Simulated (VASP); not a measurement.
Here is a VASP 6.6.1 calculation.

The input INCAR:

```
SYSTEM = BaTiO3
ALGO = Normal ; EDIFF = 1E-7
ENCUT = 520 ; GGA = PE
ISIF = 2 ; ISMEAR = 0
LASPH = .True. ; LCHARG = .False.
LDAU = .True. ; LDAUJ = 0 0 0
LDAUL = -1 2 -1 ; LDAUPRINT = 1
LDAUTYPE = 2 ; LDAUU = 0 4 0
LMAXMIX = 4 ; LREAL = .False.
LWAVE = .False. ; NBANDS = 51
NELM = 150 ; PREC = Accurate
SIGMA = 0.02
```

KPOINTS

```
k-points
0
Gamma
  6 4 4
  0 0 0
```

Contents of POSCAR:

```
BaTiO3
1.0
    4.0071819477      0.0000000000      0.0000000000
    0.0000000000      5.7471900656      0.0000000000
    0.0000000000      0.0000000000      5.7739625045
Ba Ti O
2 2 6
Direct
    0.0000000000      0.5000000000      0.5048291909
    0.0000000000      0.0000000000      0.0048291909
    0.5000000000      0.5000000000      0.0166595134
    0.5000000000      0.0000000000      0.5166595134
    0.5000000000      0.7445768158      0.2350938298
    0.5000000000      0.2554231842      0.2350938298
    0.0000000000      0.5000000000      0.9882236360
    0.5000000000      0.2445768158      0.7350938298
    0.5000000000      0.7554231842      0.7350938298
    0.0000000000      0.0000000000      0.4882236360
```

Potentials or basis: VASP PAW PBE potentials, release 64 (Ba_sv, Ti_sv, O).

Command:

```bash
$ cat potpaw_PBE.64/Ba_sv/POTCAR potpaw_PBE.64/Ti_sv/POTCAR potpaw_PBE.64/O/POTCAR > POTCAR
$ mpirun -np 1 vasp_std > vasp.out
```

(1) Estimate the largest force.

(2) Estimate the pressure.

Answers

(1) 0.596 eV/Å.

(2) 3.5 GPa.
